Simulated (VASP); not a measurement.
Set up this calculation in VASP 6.6.1, as the native input.

* Task: single point
* Functional: PBE
* Dispersion: D3(BJ)
* Potentials or basis: VASP PAW PBE potentials, release 64 (Al, Ti_sv, H)
* Cutoff: 520 eV
* k mesh: 6 × 6 × 1
* Occupations: gaussian, width 0.1 eV
* Spin: no spin polarisation
* Dipole correction: yes
* Further INCAR settings: ALGO = Normal; EDIFF = 1e-07; NBANDS = 32

The structure of Ti2Al6H lies in POSCAR:

```
Ti2Al6H
1.0
    5.0241861190      0.0000000000      0.0000000000
    2.1588814530      4.5367033218      0.0000000000
    0.0000000000      0.0000000000     21.2187109014
Al Ti H
6 2 1
Direct
    0.5000000000      0.0000000000      0.1885128658
    0.0000000000      0.5000000000      0.1885128658
    0.0000000000      0.0000000000      0.2517328341
    0.0000000000      0.5000000000      0.3193548961
    0.5000000000      0.0000000000      0.3193548961
    0.5000000000      0.5000000000      0.3826203646
    0.5000000000      0.5000000000      0.2517328341
    0.0000000000      0.0000000000      0.3797002555
    0.6666666667      1.1666666667      0.5145793706
```

These files were run (other wordings do the same):

INCAR

```
SYSTEM = Ti2Al6H
PREC = Accurate ; ENCUT = 520
EDIFF = 1E-7 ; ISMEAR = 0
SIGMA = 0.1 ; LREAL = .False.
LASPH = .True. ; NELM = 60
ALGO = Normal ; ISIF = 2
LWAVE = .False. ; LCHARG = .True.
LDIPOL = .True. ; IDIPOL = 3
DIPOL = 0.5 0.5 0.311 ; GGA = PE
IVDW = 12 ; LELF = .True.
LVHAR = .True. ; LVACPOTAV = .True.
NBANDS = 32
```

KPOINTS

```
Automatic mesh
0
Gamma
  6 6 1
  0 0 0
```

Potentials or basis: VASP PAW PBE potentials, release 64 (Al, Ti_sv, H).

Launch:

```sh
$ cat potpaw_PBE.64/Al/POTCAR potpaw_PBE.64/Ti_sv/POTCAR potpaw_PBE.64/H/POTCAR > POTCAR
$ mpirun -np 1 vasp_std > vasp.out
```

It gave:

```
Largest force              : 1.330 eV/Å
Band gap on the k mesh     : zero (an odd number of electrons rules out a gap without spin polarisation)
Dispersion energy per atom : -0.226 eV
```

Run time: 5.9 min on 1 thread of AMD EPYC 9R45 96-Core Processor (Zen 5) (shared host), peak memory 0.66 GiB.
